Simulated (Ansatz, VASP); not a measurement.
**CoSi8Ni3: VASP beside Ansatz**

```
Co Si Ni
1.0
     5.45332    0.00000    0.00000
     0.00000    5.45332    0.00000
     0.00000    0.00000    5.45332
Co Si Ni
1 8 3
Cartesian
  2.7267 2.7267 2.7267
  4.0900 1.3633 1.3633
  1.3633 1.3633 4.0900
  4.0900 4.0900 4.0900
  1.3633 4.0900 1.3633
  1.3633 4.0900 4.0900
  4.0900 4.0900 1.3633
  1.3633 1.3633 1.3633
  4.0900 1.3633 4.0900
  2.7267 0.0000 0.0000
  0.0000 0.0000 2.7267
  0.0000 2.7267 0.0000
```

Alike in both runs: task relaxation of cell and atoms; functional PBE; k mesh 8 × 8 × 8; occupations gaussian, width 0.1 eV; no spin polarisation.

|  | VASP | Ansatz |
| --- | --- | --- |
| version | VASP 6.6.1 | Ansatz 0.2.0 |
| potentials or method | VASP PAW PBE potentials, release 64 (Co, Si, Ni), cutoff 600 eV | scalar-relativistic, plane waves, PAW |
| valence electrons in the cell | 71 | 103 |

Ansatz gave:

```
gap on the k mesh at the Fermi level, each at its own relaxed structure (eV) : none
relaxed volume (Å³/atom)                                                     : 13.19
relaxed length of the cell vector where the two differ most in proportion (Å)              : 5.410
```

**Question.** Which values does VASP return?

**Answer.** gap on the k mesh at the Fermi level, each at its own relaxed structure (eV): none; relaxed volume (Å³/atom): 13.18; relaxed length of the cell vector where the two differ most in proportion (Å): 5.409.

A gap of «none» marks a metal or a gap that the smearing closes. VASP's potentials hold 71 valence electrons a cell and Ansatz's 103, so a difference there can come from the potentials and not from the codes.
